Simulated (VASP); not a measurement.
A run of VASP 6.6.1 is set up as follows.

File INCAR:

```
ALGO = Normal ; EDIFF = 1E-7
EDIFFG = -0.01 ; ENCUT = 600
GGA = PE ; IBRION = 2
ISIF = 3 ; ISMEAR = 0
LASPH = True ; LCHARG = False
LREAL = False ; LWAVE = False
NELM = 80 ; NSW = 100
PREC = Accurate ; SIGMA = 0.02
```

The input KPOINTS:

```
k-points
0
Gamma
  8 8 8
```

The input POSCAR:

```
Ga3BAs4
1.0
    5.5063111413      0.0000000000      0.0000000000
    0.0000000000      5.5063111413      0.0000000000
    0.0000000000      0.0000000000      5.5063111413
Ga B As
3 1 4
Direct
    0.5000000000      0.0000000000      0.5000000000
    0.5000000000      0.5000000000      0.0000000000
    0.0000000000      0.5000000000      0.5000000000
    0.0000000000      0.0000000000      0.0000000000
    0.2281028626      0.7718971374      0.7718971374
    0.2281028626      0.2281028626      0.2281028626
    0.7718971374      0.7718971374      0.2281028626
    0.7718971374      0.2281028626      0.7718971374
```

Potentials or basis: VASP PAW PBE potentials, release 64 (Ga_d, B, As).

Launch:

```bash
$ cat potpaw_PBE.64/Ga_d/POTCAR potpaw_PBE.64/B/POTCAR potpaw_PBE.64/As/POTCAR > POTCAR
$ mpirun -np 1 vasp_std > vasp.out
```

(1) What does it give for the relaxed cell?

(2) Estimate the band gap on the k mesh.

(3) Estimate the relaxed volume.

Results:

(1) a = 5.517 Å, b = 5.517 Å, c = 5.517 Å, α = 90.00°, β = 90.00°, γ = 90.00°.

(2) 0.53 eV (least direct gap 0.59 eV).

(3) 20.99 Å³/atom.

Caveat: semilocal functionals underestimate gaps, and a narrow one can read as zero.
